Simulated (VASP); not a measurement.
Runs of VASP 6.6.1 on Cu. The structure is that of space group P6_3/mmc (No. 194), or close to it. The cells are those of the table. 

```csv
task,cell,k mesh,cutoff (eV),gap on the mesh (eV),pressure (GPa)
single point,"a = 2.531, b = 2.531, c = 4.130 Å, angles 90.0, 90.0, 120.0°, 2 atoms",18 × 18 × 10,520,none,(a)
relaxation of cell and atoms,"relaxed from a = 3.152, b = 3.152, c = 5.186 Å, angles 90.0, 90.0, 120.0°, 2 atoms",6 × 6 × 4,600,none,0.1
single point,"a = 2.546, b = 2.546, c = 4.096 Å, angles 90.0, 90.0, 120.0°, 2 atoms",6 × 6 × 4,520,none,0.5
single point,"a = 3.152, b = 3.152, c = 5.186 Å, angles 90.0, 90.0, 120.0°, 2 atoms",6 × 6 × 4,520,none,-19.1
```

Alike in all rows: level r2SCAN; potentials or basis VASP PAW PBE potentials, release 64 (Cu); no spin polarisation; smearing gaussian 0.1 eV.

Fill in the values left out.

(a) 0.8.

Caveats: some runs use coarse meshes; the PAW data sets were made with another functional, which shifts forces and pressure a little.

A gap of «none» marks levels without a gap at the run's occupations.
